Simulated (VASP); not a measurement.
GaGe2:

```xyz
6
Lattice="4.2860 0.0000 0.0000 0.0000 4.2860 0.0000 0.0000 0.0000 6.1702" Properties=species:S:1:pos:R:3 pbc="T T T"
Ga    0.0000    0.0000    0.0000
Ga    2.1430    2.1430    3.0851
Ge    0.0000    2.1430    1.2526
Ge    0.0000    2.1430    4.3377
Ge    2.1430    0.0000    1.8326
Ge    2.1430    0.0000    4.9177
```

```yaml
Program: VASP 6.6.1
Task: relaxation of cell and atoms
Functional: PBE
Potentials_or_basis: VASP PAW PBE potentials, release 64 (Ga_d, Ge_d)
Cutoff: 600 eV
k_mesh: 4 × 4 × 4
Occupations: gaussian, width 0.1 eV
Spin: no spin polarisation
```

At the start: pressure 10.5 GPa; volume 18.89 Å³/atom.

Task: How do energy, volume and symmetry change on relaxing?

Result: Over 13 steps the energy falls by 141.9 meV/atom and the volume is 21.49 Å³/atom (+13.8 %); space group P4_2/nmc (No. 137, to 0.1 Å) before, I4/mmm (No. 139, to 0.1 Å).

The path:
| step | energy change (eV) | largest force (eV/Å) | pressure (GPa) | volume (Å³) |
| --- | --- | --- | --- | --- |
| 1 | 0.0000 | 0.7991 | 10.45 | 113.35 |
| 2 | -0.6090 | 0.4846 | -1.10 | 134.78 |
| 3 | -0.6119 | 0.5042 | -0.57 | 133.14 |
| 4 | -0.6699 | 0.4450 | -0.59 | 132.55 |
| 5 | -0.7850 | 0.2659 | -0.31 | 130.72 |
| 6 | -0.8020 | 0.0104 | 1.37 | 126.85 |
| 7 | -0.8155 | 0.1007 | 0.77 | 128.05 |
| 8 | -0.8340 | 0.0178 | -0.85 | 131.97 |
| 9 | -0.8353 | 0.0325 | -0.56 | 131.18 |
| 10 | -0.8479 | 0.0003 | 0.13 | 129.27 |
| 11 | -0.8496 | 0.0049 | 0.44 | 128.40 |
| 12 | -0.8477 | 0.0021 | -0.19 | 129.73 |
| 13 | -0.8513 | 0.0024 | 0.15 | 128.95 |

Final structure:
```xyz
6
Lattice="4.5456 0.0000 0.0000 0.0000 4.5456 0.0000 0.0000 0.0000 6.2406" Properties=species:S:1:pos:R:3 pbc="T T T"
Ga    0.0000    0.0000    0.0000
Ga    2.2728    2.2728    3.1203
Ge    0.0000    2.2728    1.5738
Ge    0.0000    2.2728    4.6941
Ge    2.2728    0.0000    1.5465
Ge    2.2728    0.0000    4.6668
```

Caveat: the k points lie up to 0.35 Å⁻¹ apart in the final cell, too coarse for converged energies and pressures of a metal.
